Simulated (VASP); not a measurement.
# SrO (I4/mmm) in VASP: notebook

Runs on SrO. Level: r2SCAN. Tasks: single point.

All numbers are computed with VASP 6.6.1; they aren't measurements. Logs are shortened: lines on timing, memory, paths and dates and some standing lists are left out, and cuts for length are marked.

## (1) The cell of the first run

Symmetry: I4/mmm, No. 139, tetragonal system. Conventional cell: a = 3.631 Å, b = 3.631 Å, c = 5.172 Å, α = 90.00°, β = 90.00°, γ = 90.00°. Within 3.4 Å of Sr (site symmetry 4/mmm) lie 6 O at 2.57 to 2.59 Å. Within 3.4 Å of O (site symmetry 4/mmm) lie 6 Sr at 2.57 to 2.59 Å.

## (2) Single point, r2SCAN (film at in-plane strain -0.005)

File POSCAR:

```
SrO
1.0
    2.5674132325      2.5674132325      0.0000000000
   -2.5674132325      2.5674132325      0.0000000000
    0.0000000000      2.5674132325      2.5862056081
Sr O
1 1
Direct
    0.5000000000      0.5000000000      0.0000000000
    0.0000000000      0.0000000000      0.0000000000
```

File INCAR.step1:

```
PREC     = Accurate       # precision mode
ENCUT    = 520            # plane-wave cutoff, eV
ISMEAR   = 0              # smearing method
SIGMA    = 0.01           # smearing width, eV
LREAL    = F              # projectors in reciprocal space
LASPH    = T              # aspherical terms in the spheres
NELM     = 80             # most SCF steps
NBANDS   = 15             # bands
GGA      = PE             # functional
ALGO     = Normal         # electronic algorithm
EDIFF    = 1E-4           # SCF threshold, eV
LWAVE    = T              # write WAVECAR
LCHARG   = F              # write CHGCAR
```

File INCAR.step2:

```
PREC     = Accurate       # precision mode
ENCUT    = 520            # plane-wave cutoff, eV
EDIFF    = 1E-7           # SCF threshold, eV
ISMEAR   = 0              # smearing method
SIGMA    = 0.01           # smearing width, eV
LREAL    = F              # projectors in reciprocal space
LASPH    = T              # aspherical terms in the spheres
NELM     = 80             # most SCF steps
ALGO     = Normal         # electronic algorithm
ISIF     = 2              # what is computed and relaxed
LWAVE    = F              # write WAVECAR
LCHARG   = F              # write CHGCAR
METAGGA  = R2SCAN         # meta-GGA
LMIXTAU  = T            
NBANDS   = 15             # bands
ISTART   = 1
```

File KPOINTS:

```
Automatic mesh
0
Gamma
  8 8 8
```

Potentials or basis: VASP PAW PBE potentials, release 64 (Sr_sv, O).

The run is started by

```
$ cat potpaw_PBE.64/Sr_sv/POTCAR potpaw_PBE.64/O/POTCAR > POTCAR
$ cp INCAR.step1 INCAR
$ mpirun -np 1 vasp_std > vasp.out
$ cp INCAR.step2 INCAR
$ mpirun -np 1 vasp_std > vasp.out
```

OUTCAR:

```text
PREC = Accurate
   ENCUT = 520
   EDIFF = 1E-7
   ISMEAR = 0
   LREAL = F
   LASPH = T
   NELM = 80
   ISIF = 2
   METAGGA = R2SCAN
   ISTART = 1

 ion  position               nearest neighbor table
   1  0.500  0.500  0.000-   2 2.57   2 2.57   2 2.57   2 2.57   2 2.59   2 2.59
   2  0.000  0.000  0.000-   1 2.57   1 2.57   1 2.57   1 2.57   1 2.59   1 2.59

  LATTYP: Found a body centered tetragonal cell.
 ALAT       =     3.6308706136
 C/A-ratio  =     1.4245650056

  Lattice vectors:

 A1 = (   2.5674132325,   0.0000000000,  -2.5862056081)
 A2 = (  -2.5674132325,   0.0000000000,  -2.5862056081)
 A3 = (   0.0000000000,   2.5674132325,   2.5862056081)

Analysis of symmetry for initial positions (statically):
=====================================================================
 Subroutine PRICEL returns:
 Original cell was already a primitive cell.

 Routine SETGRP: Setting up the symmetry group for a
 body centered tetragonal supercell.

 Subroutine GETGRP returns: Found 16 space group operations
 (whereof 16 operations were pure point group operations)
 out of a pool of 16 trial point group operations.

The static configuration has the point symmetry D_4h.

Analysis of symmetry for dynamics (positions and initial velocities):
=====================================================================
 Subroutine PRICEL returns:
 Original cell was already a primitive cell.

 Routine SETGRP: Setting up the symmetry group for a
 body centered tetragonal supercell.

 Subroutine GETGRP returns: Found 16 space group operations
 (whereof 16 operations were pure point group operations)
 out of a pool of 16 trial point group operations.

The dynamic configuration has the point symmetry D_4h.

 Subroutine INISYM returns: Found 16 space group operations
 (whereof 16 operations are pure point group operations),
 and found     1 'primitive' translations

----------------------------------------------------------------------------------------

                                     Primitive cell

  volume of cell :      34.0945

  direct lattice vectors                    reciprocal lattice vectors
     2.567413232  2.567413232  0.000000000     0.194748548  0.194748548 -0.193333430
    -2.567413232  2.567413232  0.000000000    -0.194748548  0.194748548 -0.193333430
     0.000000000  2.567413232  2.586205608     0.000000000  0.000000000  0.386666859

  length of vectors
     3.630870614  3.630870614  3.644183057     0.336499345  0.336499345  0.386666859

  position of ions in fractional coordinates (direct lattice)
     0.500000000  0.500000000  0.000000000
     0.000000000  0.000000000  0.000000000

  ion indices of the primitive-cell ions
[... 89 lines left out ...]
   EFERMI =   0.00;   METHOD = LEGACY
   ISMEAR =     0;   SIGMA  =   0.01  broadening in eV -4-tet -1-fermi 0-gaus
   EFERMI_NEDOS =   21; number of points for ismear=-14 and -15
   IALGO  =     38    algorithm
   IMIX   =      4    mixing-type and parameters
     AMIX     =   0.40;   BMIX     =  1.00
     AMIX_MAG =   1.60;   BMIX_MAG =  1.00
  volume/ion in A,a.u.               =      17.05       115.04
  Fermi-wavevector in a.u.,A,eV,Ry     =   1.272194  2.404098 22.020719  1.618477
  Thomas-Fermi vector in A             =   2.405086
   LORBIT       =      0    0 simple, 1 ext, 2 COOP (PROOUT), +10 PAW based schemes
   METAGGA = R2SCAN    functional components
   LHFCALC =     F    Hartree Fock is set to
   AEXX    =    0.0000 exact exchange contribution
   IVDW    =     0    specifies the selected vdW correction
   LEPSILON=     F    determine dielectric tensor
   LRPA    =     F    only Hartree local field effects (RPA)
 non-spin polarized calculation
 Gauss-broadening in eV      SIGMA  =   0.01
  energy-cutoff  :      520.00
  volume of cell :       34.09
 maximum number of plane-waves:       941
   NGX = 13   NGY = 13   NGZ = 13

 number of electron      15.9999997 magnetization

 Free energy of the ion-electron system (eV)
  ---------------------------------------------------
  ext. energy  EPLUGINS =         0.00000000
  ---------------------------------------------------
  free energy    TOTEN  =       -27.05357864 eV

  energy without entropy =      -27.05357864  energy(sigma->0) =      -27.05357864

 E-fermi :   1.4652     XC(G=0): -10.5700

 val. band max:        1.3358512380   @ k =   0.0000   0.0000   0.0000
 cond. band min:       5.0623094731   @ k =   0.5000   0.5000   0.0000
 fundamental gap:      3.7264582351
 Fermi energy:         1.4651516754

 k-point     1 :       0.0000    0.0000    0.0000
  band No.  band energies     occupation
      1     -32.1551      2.00000
      2     -14.6971      2.00000
      3     -13.1860      2.00000
      4     -13.1794      2.00000
      5     -13.1794      2.00000
      6       1.3106      2.00000
      7       1.3359      2.00000
      8       1.3359      2.00000
      9       5.9622      0.00000
     10       8.0622      0.00000
     11       8.1164      0.00000
     12       8.1164      0.00000
     13      10.3640      0.00000
     14      10.4625      0.00000
[... 401 lines left out ...]
      2     -15.6549      2.00000
      3     -13.3846      2.00000
      4     -13.2038      2.00000
      5     -12.4165      2.00000
      6      -0.2122      2.00000
      7       0.4145      2.00000
      8       0.8555      2.00000
      9       7.7583      0.00000
     10       8.6219      0.00000
     11       9.4724      0.00000
     12      10.3165      0.00000
     13      12.3586      0.00000
     14      12.7641      0.00000
     15      18.2680      0.00000

 [... further k-points ...]

------------------------ aborting loop because EDIFF is reached ----------------------------------------

  FORCE on cell =-STRESS in cart. coord.  units (eV):
  Direction    XX          YY          ZZ          XY          YZ          ZX
  --------------------------------------------------------------------------------------
  -------------------------------------------------------------------------------------
  Total        0.3406322      0.3406322      0.1149800      0.0000000     -0.0000000      0.0000000
  in kB       16.0070639     16.0070639      5.4031676      0.0000000     -0.0000000      0.0000000
  external PRESSURE =      12.4724318 kB  Pullay stress =       0.0000000 kB

 VOLUME and BASIS-vectors are now :
 -----------------------------------------------------------------------------
  energy-cutoff  :      520.00
  volume of cell :       34.09
      direct lattice vectors                 reciprocal lattice vectors
     2.567413232  2.567413232  0.000000000     0.194748548  0.194748548 -0.193333430
    -2.567413232  2.567413232  0.000000000    -0.194748548  0.194748548 -0.193333430
     0.000000000  2.567413232  2.586205608     0.000000000  0.000000000  0.386666859

 POSITION                                       TOTAL-FORCE (eV/Angst)
 -----------------------------------------------------------------------------------
      0.00000      2.56741      0.00000         0.000000     -0.000000      0.000000
      0.00000      0.00000      0.00000        -0.000000      0.000000      0.000000
 -----------------------------------------------------------------------------------
    total drift:                               -0.000000      0.000000     -0.000000

  FREE ENERGIE OF THE ION-ELECTRON SYSTEM (eV)
  ---------------------------------------------------
  free  energy   TOTEN  =       -27.0535786373 eV

  energy  without entropy=      -27.0535786373  energy(sigma->0) =      -27.05357864
```

OUTCAR.step1:

```text
PREC = Accurate
   ENCUT = 520
   ISMEAR = 0
   LREAL = F
   LASPH = T
[... 653 lines left out ...]
 -----------------------------------------------------------------------------------
      0.00000      2.56741      0.00000        -0.000000      0.000000      0.000000
      0.00000      0.00000      0.00000         0.000000     -0.000000      0.000000
 -----------------------------------------------------------------------------------
    total drift:                               -0.000000      0.000000     -0.000000

  FREE ENERGIE OF THE ION-ELECTRON SYSTEM (eV)
  ---------------------------------------------------
  free  energy   TOTEN  =       -12.0430415218 eV

  energy  without entropy=      -12.0430415218  energy(sigma->0) =      -12.04304152
```

OSZICAR.step1:

```text
N       E                     dE             d eps       ncg     rms          rms(c)
DAV:   1     0.607899300302E+02    0.60790E+02   -0.77805E+03  1778   0.100E+03
DAV:   2    -0.107532485889E+02   -0.71543E+02   -0.65669E+02  2451   0.213E+02
DAV:   3    -0.141909478372E+02   -0.34377E+01   -0.34141E+01  2703   0.395E+01
DAV:   4    -0.142455170666E+02   -0.54569E-01   -0.54561E-01  2123   0.396E+00
DAV:   5    -0.142458904390E+02   -0.37337E-03   -0.37337E-03  2297   0.292E-01    0.164E+01
DAV:   6    -0.121921887012E+02    0.20537E+01   -0.66728E+00  1812   0.195E+01    0.193E+01
DAV:   7    -0.120518344019E+02    0.14035E+00   -0.29624E-01  2085   0.484E+00    0.112E+01
DAV:   8    -0.120410120423E+02    0.10822E-01   -0.11807E-01  2260   0.343E+00    0.440E-01
DAV:   9    -0.120424160050E+02   -0.14040E-02   -0.57949E-03  2267   0.482E-01    0.233E-01
DAV:  10    -0.120428766847E+02   -0.46068E-03   -0.43596E-04  1973   0.195E-01    0.853E-02
DAV:  11    -0.120430234772E+02   -0.14679E-03   -0.14416E-04  1865   0.887E-02    0.276E-02
DAV:  12    -0.120430415218E+02   -0.18045E-04   -0.26872E-05  1410   0.388E-02
   1 F= -.12043042E+02 E0= -.12043042E+02  d E =-.364843E-18
```

Wall time 82 s (1 thread of Intel Xeon 6975P-C (Granite Rapids), shared host); peak memory 0.18 GiB.

What came out:

```yaml
Free_energy: -27.0536 eV
Pressure: 1.2 GPa
Band_gap_on_the_k_mesh: 3.73 eV (least direct gap 3.81 eV)
```

Caveat: the cell differs from its parent crystal (film at in-plane strain -0.005); the PAW data sets were made with another functional, which shifts forces and pressure a little.

## (3) Single point, r2SCAN (in-plane strain +0.005, then relaxed in part)

File POSCAR:

```
SrO
1.0
    2.5932163806      2.5932163806      0.0000000000
   -2.5932163806      2.5932163806      0.0000000000
    0.0000000000      2.5932163806      2.5725738621
Sr O
1 1
Direct
    0.5000000000      0.5000000000      0.0000000000
    0.0000000000      0.0000000000      0.0000000000
```

File INCAR.step1:

```
PREC = Accurate
ENCUT = 520
ISMEAR = 0
SIGMA = 0.01
LREAL = F
LASPH = T
NELM = 80
NBANDS = 15
GGA = PE
ALGO = Normal
EDIFF = 1E-4
LWAVE = T
LCHARG = F
```

File INCAR.step2:

```
PREC = Accurate
ENCUT = 520
EDIFF = 1E-7
ISMEAR = 0
SIGMA = 0.01
LREAL = F
LASPH = T
NELM = 80
ALGO = Normal
ISIF = 2
LWAVE = F
LCHARG = F
METAGGA = R2SCAN
LMIXTAU = T
NBANDS = 15
ISTART = 1
```

File KPOINTS:

```
regular mesh
0
Gamma
  8 8 8
```

Potentials or basis: VASP PAW PBE potentials, release 64 (Sr_sv, O).

The run is started by

```
$ cat potpaw_PBE.64/Sr_sv/POTCAR potpaw_PBE.64/O/POTCAR > POTCAR
$ cp INCAR.step1 INCAR
$ mpirun -np 1 vasp_std > vasp.out
$ cp INCAR.step2 INCAR
$ mpirun -np 1 vasp_std > vasp.out
```

Run time: 80 s. Hardware: 1 thread of Intel Xeon 6975P-C (Granite Rapids), shared host; peak memory 0.18 GiB.

It converged, with:

| Property | Result |
| --- | --- |
| Free energy | -27.0556 eV |
| Pressure | -0.2 GPa |
| Band gap on the k mesh | 3.71 eV (least direct gap 3.84 eV) |

Stress tensor (GPa, compression positive):
```
-0.53  0.00  0.00
 0.00 -0.53  0.00
 0.00  0.00  0.57
```

Levels at points of the mesh, in eV from the valence-band top:
```tsv
k point	band 5	band 6	band 7	band 8	band 9	band 10	band 11	band 12
(0.00, 0.00, 0.00)	-14.59	-0.03	-0.03	0.00	4.51	6.70	6.70	6.76
(0.50, 0.00, 0.00)	-13.58	-2.10	-1.11	-1.11	7.01	8.91	9.36	9.37
(0.50, 0.50, 0.00)	-14.93	-0.49	-0.13	-0.09	3.74	8.36	10.79	10.92
(0.00, 0.00, 0.50)	-14.95	-0.44	-0.13	-0.13	3.71	8.37	10.78	10.95
```

Caveat: the cell differs from its parent crystal (in-plane strain +0.005, then relaxed in part); the PAW data sets were made with another functional, which shifts forces and pressure a little.

## (4) Single point, r2SCAN (in-plane strain +0.01, then relaxed in part)

File POSCAR:

```
SrO
1.0
    2.6061179546      2.6061179546      0.0000000000
   -2.6061179546      2.6061179546      0.0000000000
    0.0000000000      2.6061179546      2.5667486589
Sr O
1 1
Direct
    0.5000000000      0.5000000000      0.0000000000
    0.0000000000      0.0000000000      0.0000000000
```

File INCAR.step1:

```
SYSTEM = SrO
ALGO = Normal
EDIFF = 1E-4
ENCUT = 520
GGA = PE
ISMEAR = 0
LASPH = .TRUE.
LCHARG = .FALSE.
LREAL = .FALSE.
LWAVE = .TRUE.
NBANDS = 15
NELM = 80
PREC = Accurate
SIGMA = 0.01
```

File INCAR.step2:

```
SYSTEM = SrO
ALGO = Normal
EDIFF = 1E-6
ENCUT = 520
ISIF = 2
ISMEAR = 0
ISTART = 1
LASPH = .TRUE.
LCHARG = .FALSE.
LMIXTAU = .TRUE.
LREAL = .FALSE.
LWAVE = .FALSE.
METAGGA = R2SCAN
NBANDS = 15
NELM = 80
PREC = Accurate
SIGMA = 0.01
```

File KPOINTS:

```
k-points
0
G
  8 8 8
  0 0 0
```

The run is started by

```
$ cat potpaw_PBE.64/Sr_sv/POTCAR potpaw_PBE.64/O/POTCAR > POTCAR
$ cp INCAR.step1 INCAR
$ mpirun -np 1 vasp_std > vasp.out
$ cp INCAR.step2 INCAR
$ mpirun -np 1 vasp_std > vasp.out
```

It took 72 s on 1 thread of Intel Xeon 6975P-C (Granite Rapids), shared host; peak memory 0.18 GiB.

Results (log left out):

```
Free energy            : -27.0533 eV
Pressure               : -0.8 GPa
Band gap on the k mesh : 3.68 eV (least direct gap 3.84 eV)
```

Stress tensor (GPa, compression positive):
```
-1.50  0.00  0.00
 0.00 -1.50  0.00
 0.00  0.00  0.53
```

Levels at points of the mesh, in eV from the valence-band top:
| k point | band 4 | band 5 | band 6 | band 7 | band 8 | band 9 | band 10 | band 11 | band 12 | band 13 |
| --- | --- | --- | --- | --- | --- | --- | --- | --- | --- | --- |
| (0.00, 0.00, 0.00) | -14.65 | -14.64 | -0.05 | -0.05 | 0.00 | 4.43 | 6.65 | 6.65 | 6.76 | 8.85 |
| (0.50, 0.00, 0.00) | -14.70 | -13.64 | -2.10 | -1.12 | -1.11 | 6.96 | 8.83 | 9.29 | 9.31 | 12.32 |
| (0.50, 0.50, 0.00) | -14.98 | -14.96 | -0.53 | -0.16 | -0.09 | 3.74 | 8.28 | 10.73 | 10.82 | 11.38 |
| (0.00, 0.00, 0.50) | -15.00 | -15.00 | -0.44 | -0.16 | -0.16 | 3.68 | 8.30 | 10.71 | 10.88 | 11.47 |

Caveat: the cell differs from its parent crystal (in-plane strain +0.01, then relaxed in part); the PAW data sets were made with another functional, which shifts forces and pressure a little.

## (5) Single point, r2SCAN (in-plane strain +0.01)

Changes to POSCAR since step 4:

```diff
@@ -4,3 +4,3 @@
    -2.6061179546      2.6061179546      0.0000000000
-    0.0000000000      2.6061179546      2.5667486589
+    0.0000000000      2.6061179546      2.5648329177
 Sr O
```

File INCAR.step1:

```
SYSTEM = SrO
PREC = Accurate ; ENCUT = 520
ISMEAR = 0 ; SIGMA = 0.01
LREAL = .False. ; LASPH = .True.
NELM = 60 ; NBANDS = 15
GGA = PE ; ALGO = Normal
EDIFF = 1E-4 ; LWAVE = .True.
LCHARG = .False.
```

File INCAR.step2:

```
SYSTEM = SrO
PREC = Accurate ; ENCUT = 520
EDIFF = 1E-6 ; ISMEAR = 0
SIGMA = 0.01 ; LREAL = .False.
LASPH = .True. ; NELM = 60
ALGO = Normal ; ISIF = 2
LWAVE = .False. ; LCHARG = .False.
METAGGA = R2SCAN ; LMIXTAU = .True.
NBANDS = 15 ; ISTART = 1
```

File KPOINTS:

```
regular mesh
0
Gamma
  8 8 8
  0 0 0
```

The run is started by

```
$ cat potpaw_PBE.64/Sr_sv/POTCAR potpaw_PBE.64/O/POTCAR > POTCAR
$ cp INCAR.step1 INCAR
$ mpirun -np 1 vasp_std > vasp.out
$ cp INCAR.step2 INCAR
$ mpirun -np 1 vasp_std > vasp.out
```

Wall time 76 s (1 thread of Intel Xeon 6975P-C (Granite Rapids), shared host); peak memory 0.17 GiB.

The run converged. Its results:

| Quantity | Value |
| --- | --- |
| Free energy | -27.0532 eV |
| Pressure | -0.8 GPa |
| Band gap on the k mesh | 3.68 eV (least direct gap 3.83 eV) |

Stress tensor (GPa, compression positive):
```
-1.47  0.00  0.00
 0.00 -1.47  0.00
 0.00  0.00  0.67
```

Levels at points of the mesh, in eV from the valence-band top:
| k point | band 5 | band 6 | band 7 | band 8 | band 9 | band 10 | band 11 | band 12 |
| --- | --- | --- | --- | --- | --- | --- | --- | --- |
| (0.00, 0.00, 0.00) | -14.64 | -0.05 | -0.05 | 0.00 | 4.43 | 6.65 | 6.65 | 6.76 |
| (0.50, 0.00, 0.00) | -13.63 | -2.11 | -1.12 | -1.12 | 6.97 | 8.84 | 9.29 | 9.32 |
| (0.50, 0.50, 0.00) | -14.96 | -0.54 | -0.16 | -0.09 | 3.74 | 8.29 | 10.73 | 10.83 |
| (0.00, 0.00, 0.50) | -15.00 | -0.44 | -0.16 | -0.16 | 3.68 | 8.30 | 10.71 | 10.89 |

Caveat: the cell differs from its parent crystal (in-plane strain +0.01); the PAW data sets were made with another functional, which shifts forces and pressure a little. A k mesh can miss the band edges.

## (6) The runs side by side

| cell | gap on the mesh (eV) | pressure (GPa) |
| --- | --- | --- |
| a = 3.631, b = 3.631, c = 3.644 Å, angles 60.1, 60.1, 90.0°, 2 atoms | 3.73 | 1.2 |
| a = 3.667, b = 3.667, c = 3.653 Å, angles 59.9, 59.9, 90.0°, 2 atoms | 3.71 | -0.2 |
| a = 3.686, b = 3.686, c = 3.658 Å, angles 59.7, 59.7, 90.0°, 2 atoms | 3.68 | -0.8 |
| a = 3.686, b = 3.686, c = 3.657 Å, angles 59.7, 59.7, 90.0°, 2 atoms | 3.68 | -0.8 |

Alike in all rows: task single point; level r2SCAN; potentials or basis VASP PAW PBE potentials, release 64 (Sr_sv, O); no spin polarisation; k mesh 8 × 8 × 8; cutoff (eV) 520; smearing gaussian 0.01 eV.

Caveats: the PAW data sets were made with another functional, which shifts forces and pressure a little.

Total energies depend on the potentials used, so only differences within one code and one set of settings carry meaning.
